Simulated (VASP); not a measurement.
# Lu2AlH2 (Immm) in VASP: single point with r2SCAN

Aim: the single point of Lu2AlH2 with r2SCAN.

All numbers are computed with VASP 6.6.1; they aren't measurements. Logs are shortened: lines on timing, memory, paths and dates and some standing lists are left out, and cuts for length are marked.

**1. The cell of the first run**

The structure is orthorhombic, space group Immm (No. 71). Conventional cell: a = 3.715 Å, b = 5.257 Å, c = 7.814 Å, α = 90.00°, β = 90.00°, γ = 90.00°. Lu (site symmetry mm2) has 6 H at 2.45 to 2.96 Å and 4 Al at 2.87 to 3.14 Å and 4 Lu at 3.25 Å within 3.3 Å. H (site symmetry m2m) has 2 Al at 2.16 Å and 2 H at 2.21 to 3.05 Å and 6 Lu at 2.45 to 2.96 Å within 3.1 Å. Within 2.9 Å of Al (site symmetry mmm) lie 4 H at 2.16 Å and 4 Lu at 2.87 Å.

**2. Single point, r2SCAN**

The input, POSCAR:

```
Lu2AlH2
1.0
    0.0000000000      0.0000000000      3.7149400000
    3.9071400000     -2.6285910000      1.8574700000
    3.9071400000      2.6285910000     -1.8574700000
Lu H Al
2 2 1
Direct
    0.5000000000      0.7205015348      0.7205015348
    0.5000000000      0.2794984652      0.2794984652
    0.7098342435      0.7901657565      0.2098342435
    0.2901657565      0.2098342435      0.7901657565
    0.0000000000      0.0000000000      0.0000000000
```

The input, INCAR.step1:

```
PREC = Accurate
ENCUT = 520
ISMEAR = -1
SIGMA = 0.1
LREAL = False
LASPH = True
NELM = 100
NBANDS = 36
GGA = PE
ALGO = Normal
EDIFF = 1E-4
LWAVE = True
LCHARG = False
```

The input, INCAR.step2:

```
PREC = Accurate
ENCUT = 520
EDIFF = 1E-7
ISMEAR = -1
SIGMA = 0.1
LREAL = False
LASPH = True
NELM = 100
ALGO = Normal
ISIF = 2
LWAVE = False
LCHARG = False
METAGGA = R2SCAN
LMIXTAU = True
NBANDS = 36
ISTART = 1
```

The input, KPOINTS:

```
regular mesh
0
Gamma
  6 6 6
```

Potentials or basis: VASP PAW PBE potentials, release 64 (Lu, H, Al).

Started as:

```console
$ cat potpaw_PBE.64/Lu/POTCAR potpaw_PBE.64/H/POTCAR potpaw_PBE.64/Al/POTCAR > POTCAR
$ cp INCAR.step1 INCAR
$ mpirun -np 1 vasp_std > vasp.out
$ cp INCAR.step2 INCAR
$ mpirun -np 1 vasp_std > vasp.out
```

OUTCAR:

```text
PREC = Accurate
   ENCUT = 520
   EDIFF = 1E-7
   ISMEAR = -1
   LREAL = False
   LASPH = True
   NELM = 100
   ISIF = 2
   METAGGA = R2SCAN
   ISTART = 1

 ion  position               nearest neighbor table
   1  0.500  0.721  0.721-   5 2.87   5 2.87   5 3.14   5 3.14   2 3.25   2 3.25   2 3.25   2 3.25
                             2 3.45
   2  0.500  0.279  0.279-   5 2.87   5 2.87   5 3.14   5 3.14   1 3.25   1 3.25   1 3.25   1 3.25
                             1 3.45
   3  0.710  0.790  0.210-
   4  0.290  0.210  0.790-
   5  0.000  0.000  0.000-   1 2.87   2 2.87   1 2.87   2 2.87   1 3.14   1 3.14   2 3.14   2 3.14

  LATTYP: Found a body centered orthorhombic cell.
 ALAT       =     3.7149400000
 B/A-ratio  =     1.4151458705
 C/A-ratio  =     2.1034740803

  Lattice vectors:

 A1 = (  -3.9071400000,   2.6285910000,  -1.8574700000)
 A2 = (  -3.9071400000,  -2.6285910000,   1.8574700000)
 A3 = (   3.9071400000,   2.6285910000,   1.8574700000)

Analysis of symmetry for initial positions (statically):
=====================================================================
 Subroutine PRICEL returns:
 Original cell was already a primitive cell.

 Routine SETGRP: Setting up the symmetry group for a
 body centered orthorhombic supercell.

 Subroutine GETGRP returns: Found  8 space group operations
 (whereof  8 operations were pure point group operations)
 out of a pool of  8 trial point group operations.

The static configuration has the point symmetry D_2h.

Analysis of symmetry for dynamics (positions and initial velocities):
=====================================================================
 Subroutine PRICEL returns:
 Original cell was already a primitive cell.

 Routine SETGRP: Setting up the symmetry group for a
 body centered orthorhombic supercell.

 Subroutine GETGRP returns: Found  8 space group operations
 (whereof  8 operations were pure point group operations)
 out of a pool of  8 trial point group operations.

The dynamic configuration has the point symmetry D_2h.

 Subroutine INISYM returns: Found  8 space group operations
 (whereof  8 operations are pure point group operations),
 and found     1 'primitive' translations

----------------------------------------------------------------------------------------

[... 95 lines left out ...]
   LASPH  =      T    aspherical Exc in radial PAW
   ENCUT  =  520.0 eV  38.22 Ry    6.18 a.u.   6.91  9.41  9.41*2*pi/ulx,y,z
   NELM   =    100;   NELMIN=  2; NELMDL=  0     # of ELM steps
   EDIFF  = 0.1E-06   stopping-criterion for ELM
   LREAL  =      F    real-space projection
   EDIFFG = 0.1E-05   stopping-criterion for IOM
   NSW    =      0    number of steps for IOM
   IBRION =     -1    ionic relax: 0-MD 1-quasi-New 2-CG
   NFREE  =      0    steps in history (QN), initial steepest desc. (CG)
   ISIF   =      2    stress and relaxation
   ISYM   =      2    0-nonsym 1-usesym 2-fastsym
   POTIM  = 0.5000    time-step for ionic-motion
   TEBEG  =    0.0;   TEEND  =   0.0 temperature during run
   PSTRESS=    0.0 pullay stress
   NELECT =      55.0000    total number of electrons
   NUPDOWN=      -1.0000    fix difference up-down
   EMIN   =  10.00;   EMAX   =-10.00  energy-range for DOS
   EFERMI =   0.00;   METHOD = LEGACY
   ISMEAR =    -1;   SIGMA  =   0.10  broadening in eV -4-tet -1-fermi 0-gaus
   EFERMI_NEDOS =   21; number of points for ismear=-14 and -15
   IALGO  =     38    algorithm
   IMIX   =      4    mixing-type and parameters
     AMIX     =   0.40;   BMIX     =  1.00
     AMIX_MAG =   1.60;   BMIX_MAG =  1.00
  volume/ion in A,a.u.               =      15.26       102.99
  Fermi-wavevector in a.u.,A,eV,Ry     =   1.467826  2.773788 29.313916  2.154512
  Thomas-Fermi vector in A             =   2.583397
   LORBIT       =      0    0 simple, 1 ext, 2 COOP (PROOUT), +10 PAW based schemes
   METAGGA = R2SCAN    functional components
   LHFCALC =     F    Hartree Fock is set to
   AEXX    =    0.0000 exact exchange contribution
   IVDW    =     0    specifies the selected vdW correction
   LEPSILON=     F    determine dielectric tensor
   LRPA    =     F    only Hartree local field effects (RPA)
 non-spin polarized calculation
  energy-cutoff  :      520.00
  volume of cell :       76.31
 maximum number of plane-waves:      2066
   NGX = 13   NGY = 19   NGZ = 19

 number of electron      55.0000001 magnetization

 Free energy of the ion-electron system (eV)
  ---------------------------------------------------
  ext. energy  EPLUGINS =         0.00000000
  ---------------------------------------------------
  free energy    TOTEN  =       -89.49379186 eV

  energy without entropy =      -89.40094757  energy(sigma->0) =      -89.44736971

 E-fermi :   4.1558     XC(G=0): -11.6156

 val. band max:        4.1431659181   @ k =   0.5000  -0.1667   0.1667
 cond. band min:       4.1685915664   @ k =   0.5000   0.5000  -0.0000
 fundamental gap:      0.0254256484
 Fermi energy:         4.1557911977

 k-point     1 :       0.0000    0.0000    0.0000
  band No.  band energies     occupation
      1     -54.1884      2.00000
      2     -54.1356      2.00000
      3     -24.4600      2.00000
      4     -24.3361      2.00000
      5     -24.2711      2.00000
      6     -24.2105      2.00000
[... 925 lines left out ...]
     35       8.2991      0.00000
     36       9.2167      0.00000

 [... further k-points ...]

------------------------ aborting loop because EDIFF is reached ----------------------------------------

  FORCE on cell =-STRESS in cart. coord.  units (eV):
  Direction    XX          YY          ZZ          XY          YZ          ZX
  --------------------------------------------------------------------------------------
  -------------------------------------------------------------------------------------
  Total       -1.0785353      1.3284856      2.7823013      0.0000000      0.0000000      0.0000000
  in kB      -22.6454610     27.8935405     58.4185749      0.0000000      0.0000000      0.0000000
  external PRESSURE =      21.2222181 kB  Pullay stress =       0.0000000 kB

 VOLUME and BASIS-vectors are now :
 -----------------------------------------------------------------------------
  energy-cutoff  :      520.00
  volume of cell :       76.31
      direct lattice vectors                 reciprocal lattice vectors
     0.000000000  0.000000000  3.714940000     0.000000000  0.190215975  0.269183352
     3.907140000 -2.628591000  1.857470000     0.127970843 -0.190215975  0.000000000
     3.907140000  2.628591000 -1.857470000     0.127970843  0.190215975  0.000000000

 POSITION                                       TOTAL-FORCE (eV/Angst)
 -----------------------------------------------------------------------------------
      5.63020      0.00000      1.85747        -0.014490      0.000000      0.000000
      2.18408      0.00000      1.85747         0.014490      0.000000      0.000000
      3.90714     -1.52545      3.71494        -0.000000      0.003849     -0.000000
      3.90714      1.52545      0.00000        -0.000000     -0.003849     -0.000000
      0.00000      0.00000      0.00000         0.000000     -0.000000      0.000000
 -----------------------------------------------------------------------------------
    total drift:                                0.000000     -0.000000      0.000000

  FREE ENERGIE OF THE ION-ELECTRON SYSTEM (eV)
  ---------------------------------------------------
  free  energy   TOTEN  =       -89.4937918602 eV

  energy  without entropy=      -89.4009475665  energy(sigma->0) =      -89.44736971
```

It took 16 min on 1 thread of Intel Xeon 8259CL, shared host; peak memory 0.3 GiB.

What came out:

```
Free energy            : -89.4938 eV
Pressure               : 2.1 GPa
Largest force          : 0.014 eV/Å
Band gap on the k mesh : zero (an odd number of electrons rules out a gap without spin polarisation)
```

Forces in eV/Å, atoms in the order of the input:
```
Lu  -0.014  0.000  0.000
Lu   0.014  0.000  0.000
H    0.000  0.004  0.000
H    0.000 -0.004  0.000
Al   0.000  0.000  0.000
```

Caveat: the PAW data sets were made with another functional, which shifts forces and pressure a little; spin-orbit coupling is left out, which moves the levels of the heavy elements.
